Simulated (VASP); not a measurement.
# Ba2MgAl2 (P-3m1) in VASP: single point with PBE

Aim: the single point of Ba2MgAl2 with PBE.

All numbers are computed with VASP 6.6.1; they aren't measurements. Logs are shortened: lines on timing, memory, paths and dates and some standing lists are left out, and cuts for length are marked.

### Step 1. The cell of the first run

The structure is trigonal, space group P-3m1 (No. 164). Conventional cell: a = 4.335 Å, b = 4.335 Å, c = 7.468 Å, α = 90.00°, β = 90.00°, γ = 120.00°. Within 3.5 Å of Al (site symmetry 3m) lie 4 Ba at 2.64 to 2.67 Å and 3 Al at 3.10 Å. Ba (site symmetry 3m) has 4 Al at 2.64 to 2.67 Å and 3 Mg at 3.19 Å within 3.5 Å. Mg (site symmetry -3m) has 6 Ba at 3.19 Å and 6 Al at 3.77 Å within 4.2 Å.

### Step 2. Single point, PBE

Input file INCAR:

```
ALGO = Normal ; EDIFF = 1E-6
ENCUT = 520 ; GGA = PE
ISIF = 2 ; ISMEAR = -1
LASPH = T ; LCHARG = T
LELF = T ; LREAL = F
LVHAR = T ; LWAVE = F
NBANDS = 22 ; NELM = 100
PREC = Accurate ; SIGMA = 0.1
```

Input file KPOINTS:

```
k-points
0
Gamma
  9 9 5
```

Input file POSCAR:

```
Ba2MgAl2
1.0
    4.3352650000      0.0000000000      0.0000000000
   -2.1676320000      3.7544520000      0.0000000000
    0.0000000000      0.0000000000      7.4676440000
Al Ba Mg
2 2 1
Direct
    0.3333300000      0.6666700000      0.3773000000
    0.6666700000      0.3333300000      0.6227000000
    0.3333300000      0.6666700000      0.7346000000
    0.6666700000      0.3333300000      0.2654000000
    0.0000000000      0.0000000000      0.0000000000
```

Potentials or basis: VASP PAW PBE potentials, release 64 (Al, Ba_sv, Mg).

Run with:

```bash
$ cat potpaw_PBE.64/Al/POTCAR potpaw_PBE.64/Ba_sv/POTCAR potpaw_PBE.64/Mg/POTCAR > POTCAR
$ mpirun -np 1 vasp_std > vasp.out
```

OUTCAR:

```text
EDIFF = 1E-6
   ENCUT = 520
   GGA = PE
   ISIF = 2
   ISMEAR = -1
   LASPH = T
   LREAL = F
   NELM = 100
   PREC = Accurate

 ion  position               nearest neighbor table
   1  0.333  0.667  0.377-   4 2.64   4 2.64   4 2.64   3 2.67   2 3.10   2 3.10   2 3.10
   2  0.667  0.333  0.623-   3 2.64   3 2.64   3 2.64   4 2.67   1 3.10   1 3.10   1 3.10
   3  0.333  0.667  0.735-   2 2.64   2 2.64   2 2.64   1 2.67   5 3.19   5 3.19   5 3.19   4 4.31
                             4 4.31   4 4.31   4 4.69   4 4.69   4 4.69
   4  0.667  0.333  0.265-   1 2.64   1 2.64   1 2.64   2 2.67   5 3.19   5 3.19   5 3.19   3 4.31
                             3 4.31   3 4.31   3 4.69   3 4.69   3 4.69
   5  0.000  0.000  0.000-   3 3.19   4 3.19   4 3.19   3 3.19   4 3.19   3 3.19

  LATTYP: Found a hexagonal cell.
 ALAT       =     4.3352650000
 C/A-ratio  =     1.7225346086

  Lattice vectors:

 A1 = (   4.3352650000,   0.0000000000,   0.0000000000)
 A2 = (  -2.1676320000,   3.7544520000,   0.0000000000)
 A3 = (   0.0000000000,   0.0000000000,   7.4676440000)

Analysis of symmetry for initial positions (statically):
=====================================================================
 Subroutine PRICEL returns:
 Original cell was already a primitive cell.

 Routine SETGRP: Setting up the symmetry group for a
 hexagonal supercell.

 Subroutine GETGRP returns: Found  4 space group operations
 (whereof  4 operations were pure point group operations)
 out of a pool of 24 trial point group operations.

The static configuration has the point symmetry C_2h.

Analysis of symmetry for dynamics (positions and initial velocities):
=====================================================================
 Subroutine PRICEL returns:
 Original cell was already a primitive cell.

 Routine SETGRP: Setting up the symmetry group for a
 hexagonal supercell.

 Subroutine GETGRP returns: Found  4 space group operations
 (whereof  4 operations were pure point group operations)
 out of a pool of 24 trial point group operations.

The dynamic configuration has the point symmetry C_2h.

 Subroutine INISYM returns: Found  4 space group operations
 (whereof  4 operations are pure point group operations),
 and found     1 'primitive' translations

----------------------------------------------------------------------------------------

                                     Primitive cell

  volume of cell :     121.5474

  direct lattice vectors                    reciprocal lattice vectors
     4.335265000  0.000000000  0.000000000     0.230666407  0.133175197  0.000000000
    -2.167632000  3.754452000  0.000000000     0.000000000  0.266350455  0.000000000
     0.000000000  0.000000000  7.467644000     0.000000000  0.000000000  0.133911043

  length of vectors
     4.335265000  4.335266809  7.467644000     0.266350567  0.266350455  0.133911043

  position of ions in fractional coordinates (direct lattice)
     0.333330000  0.666670000  0.377300000
     0.666670000  0.333330000  0.622700000
     0.333330000  0.666670000  0.734600000
     0.666670000  0.333330000  0.265400000
     0.000000000  0.000000000  0.000000000

  ion indices of the primitive-cell ions
   primitive index   ion index
                 1           1
                 2           2
                 3           3
                 4           4
                 5           5

----------------------------------------------------------------------------------------

 KPOINTS: k-points

Automatic generation of k-mesh.
 Grid dimensions read from file:
 generate k-points for:    9    9    5

 Generating k-lattice:

  Cartesian coordinates                     Fractional coordinates (reciprocal lattice)
     0.025629601  0.014797244  0.000000000     0.111111111  0.000000000  0.000000000
     0.000000000  0.029594495  0.000000000     0.000000000  0.111111111  0.000000000
     0.000000000  0.000000000  0.026782209     0.000000000  0.000000000  0.200000000

  Length of vectors
     0.029594507  0.029594495  0.026782209

  Shift w.r.t. Gamma in fractional coordinates (k-lattice)
     0.000000000  0.000000000  0.000000000

 Subroutine IBZKPT returns following result:
 ===========================================

 Found    115 irreducible k-points:

 Following reciprocal coordinates:
            Coordinates               Weight
  0.000000  0.000000  0.000000      1.000000
  0.111111  0.000000  0.000000      4.000000
 -0.111111  0.111111  0.000000      2.000000
  0.222222 -0.000000  0.000000      4.000000
 -0.222222  0.222222  0.000000      2.000000
  0.333333  0.000000  0.000000      4.000000
[... 16 lines left out ...]
 -0.222222 -0.444444  0.000000      4.000000
  0.444444  0.333333  0.000000      4.000000
 [... further k-points ...]
   k-points           NKPTS =    115   k-points in BZ     NKDIM =    115   number of bands    NBANDS=     22
   number of dos      NEDOS =    301   number of ions     NIONS =      5
   total plane-waves  NPLWV =  57344
   dimension x,y,z NGX =    32 NGY =   32 NGZ =   56
   dimension x,y,z NGXF=    64 NGYF=   64 NGZF=  112
   ions per type =               2   2   1
   NGX,Y,Z   is equivalent  to a cutoff of  12.27, 12.27, 12.47 a.u.
   NGXF,Y,Z  is equivalent  to a cutoff of  24.54, 24.54, 24.93 a.u.
 SYSTEM =  unknown system
   PREC   = accura    normal or accurate (medium, high low for compatibility)
   ISTART =      0    job   : 0-new  1-cont  2-samecut
   ICHARG =      2    charge: 1-file 2-atom 10-const
   ISPIN  =      1    spin polarized calculation?
   LNONCOLLINEAR =      F non collinear calculations
   LSORBIT =      F    spin-orbit coupling
   LASPH  =      T    aspherical Exc in radial PAW
   ENCUT  =  520.0 eV  38.22 Ry    6.18 a.u.   8.06  8.06 13.88*2*pi/ulx,y,z
   NELM   =    100;   NELMIN=  2; NELMDL= -5     # of ELM steps
   EDIFF  = 0.1E-05   stopping-criterion for ELM
   LREAL  =      F    real-space projection
   EDIFFG = 0.1E-04   stopping-criterion for IOM
   NSW    =      0    number of steps for IOM
   IBRION =     -1    ionic relax: 0-MD 1-quasi-New 2-CG
   NFREE  =      0    steps in history (QN), initial steepest desc. (CG)
   ISIF   =      2    stress and relaxation
   ISYM   =      2    0-nonsym 1-usesym 2-fastsym
   POTIM  = 0.5000    time-step for ionic-motion
   TEBEG  =    0.0;   TEEND  =   0.0 temperature during run
   PSTRESS=    0.0 pullay stress
   NELECT =      28.0000    total number of electrons
   NUPDOWN=      -1.0000    fix difference up-down
   EMIN   =  10.00;   EMAX   =-10.00  energy-range for DOS
   EFERMI =   0.00;   METHOD = LEGACY
   ISMEAR =    -1;   SIGMA  =   0.10  broadening in eV -4-tet -1-fermi 0-gaus
   EFERMI_NEDOS =   21; number of points for ismear=-14 and -15
   IALGO  =     38    algorithm
   IMIX   =      4    mixing-type and parameters
     AMIX     =   0.40;   BMIX     =  1.00
     AMIX_MAG =   1.60;   BMIX_MAG =  1.00
  volume/ion in A,a.u.               =      24.31       164.05
  Fermi-wavevector in a.u.,A,eV,Ry     =   1.003565  1.896463 13.703013  1.007143
  Thomas-Fermi vector in A             =   2.136125
   LORBIT       =      0    0 simple, 1 ext, 2 COOP (PROOUT), +10 PAW based schemes
   GGA     = PE    functional components
   LHFCALC =     F    Hartree Fock is set to
   AEXX    =    0.0000 exact exchange contribution
   IVDW    =     0    specifies the selected vdW correction
   LEPSILON=     F    determine dielectric tensor
   LRPA    =     F    only Hartree local field effects (RPA)
 non-spin polarized calculation
  energy-cutoff  :      520.00
  volume of cell :      121.55
 maximum number of plane-waves:      3294
   NGX = 17   NGY = 17   NGZ = 27

 number of electron      27.9999999 magnetization

 Free energy of the ion-electron system (eV)
  ---------------------------------------------------
  ext. energy  EPLUGINS =         0.00000000
  ---------------------------------------------------
  free energy    TOTEN  =        -4.69053262 eV

  energy without entropy =       -4.52628939  energy(sigma->0) =       -4.60841101

 E-fermi :   4.2342     XC(G=0):  -9.5599

 val. band max:        4.2322880884   @ k =   0.2222   0.2222   0.4000
 cond. band min:       4.2380563303   @ k =   0.1111  -0.2222   0.4000
 fundamental gap:      0.0057682419
 Fermi energy:         4.2341566626

 k-point     1 :       0.0000    0.0000    0.0000
  band No.  band energies     occupation
      1     -22.9524      2.00000
      2     -22.8716      2.00000
      3      -9.2052      2.00000
      4      -8.4009      2.00000
      5      -8.4008      2.00000
      6      -8.2766      2.00000
[... 14 lines left out ...]
     21       7.6970      0.00000
     22       8.2776      0.00000

 k-point     2 :       0.1111    0.0000    0.0000
  band No.  band energies     occupation
      1     -22.9428      2.00000
      2     -22.8662      2.00000
      3      -9.1739      2.00000
      4      -8.5162      2.00000
      5      -8.4282      2.00000
      6      -8.3851      2.00000
[... 14 lines left out ...]
     21       8.1375      0.00000
     22       8.8410      0.00000

 k-point     3 :      -0.1111    0.1111    0.0000
  band No.  band energies     occupation
      1     -22.9428      2.00000
      2     -22.8662      2.00000
      3      -9.1739      2.00000
      4      -8.5162      2.00000
      5      -8.4283      2.00000
      6      -8.3851      2.00000
[... 14 lines left out ...]
     21       8.1374      0.00000
     22       8.8410      0.00000
[... 476 lines left out ...]
 k-point    23 :      -0.2222   -0.4444    0.0000
  band No.  band energies     occupation
      1     -22.8520      2.00000
      2     -22.8338      2.00000
      3      -9.1519      2.00000
      4      -9.1045      2.00000
      5      -8.8343      2.00000
      6      -8.6413      2.00000
[... 14 lines left out ...]
     21       8.1543      0.00000
     22       9.5266      0.00000

 k-point    24 :       0.4444    0.3333    0.0000
  band No.  band energies     occupation
      1     -22.8520      2.00000
      2     -22.8338      2.00000
      3      -9.1518      2.00000
      4      -9.1045      2.00000
      5      -8.8343      2.00000
      6      -8.6413      2.00000
[... 14 lines left out ...]
     21       8.1543      0.00000
     22       9.5265      0.00000

 [... further k-points ...]
[... 5 lines left out ...]
  --------------------------------------------------------------------------------------
  -------------------------------------------------------------------------------------
  Total       22.2753916     22.2767184     19.6269801      0.0011276     -0.0002509      0.0004345
  in kB      293.6230313    293.6405206    258.7130006      0.0148631     -0.0033068      0.0057273
  external PRESSURE =     281.9921842 kB  Pullay stress =       0.0000000 kB

 VOLUME and BASIS-vectors are now :
 -----------------------------------------------------------------------------
  energy-cutoff  :      520.00
  volume of cell :      121.55
      direct lattice vectors                 reciprocal lattice vectors
     4.335265000  0.000000000  0.000000000     0.230666407  0.133175197  0.000000000
    -2.167632000  3.754452000  0.000000000     0.000000000  0.266350455  0.000000000
     0.000000000  0.000000000  7.467644000     0.000000000  0.000000000  0.133911043

 POSITION                                       TOTAL-FORCE (eV/Angst)
 -----------------------------------------------------------------------------------
     -0.00002      2.50298      2.81754         0.000262     -0.000151      0.744791
      2.16765      1.25147      4.65010        -0.000262      0.000151     -0.744791
     -0.00002      2.50298      5.48573         0.000360     -0.000208      4.886440
      2.16765      1.25147      1.98191        -0.000360      0.000208     -4.886440
      0.00000      0.00000      0.00000         0.000000      0.000000      0.000000
 -----------------------------------------------------------------------------------
    total drift:                                0.000000     -0.000000      0.000000

  FREE ENERGIE OF THE ION-ELECTRON SYSTEM (eV)
  ---------------------------------------------------
  free  energy   TOTEN  =        -4.6905326231 eV

  energy  without entropy=       -4.5262893892  energy(sigma->0) =       -4.60841101
```

Run time: 4.3 min. Hardware: 1 thread of AMD EPYC 7R43 (Zen 3), shared host; peak memory 0.42 GiB.

Results:

```yaml
Free_energy: -4.6905 eV
Pressure: 28.2 GPa
Largest_force: 4.886 eV/Å
Band_gap_on_the_k_mesh: zero (band 14 reaches 4.28 eV, above the bottom of band 15 at 4.03 eV)
```

Forces in eV/Å, atoms in the order of the input:
```
Al   0.000  0.000  0.745
Al   0.000  0.000 -0.745
Ba   0.000  0.000  4.886
Ba   0.000  0.000 -4.886
Mg   0.000  0.000  0.000
```

Caveat: spin-orbit coupling is left out, which moves the levels of the heavy elements; forces of over 1 eV/Å act on the atoms, so gaps and moduli don't describe the material at rest.
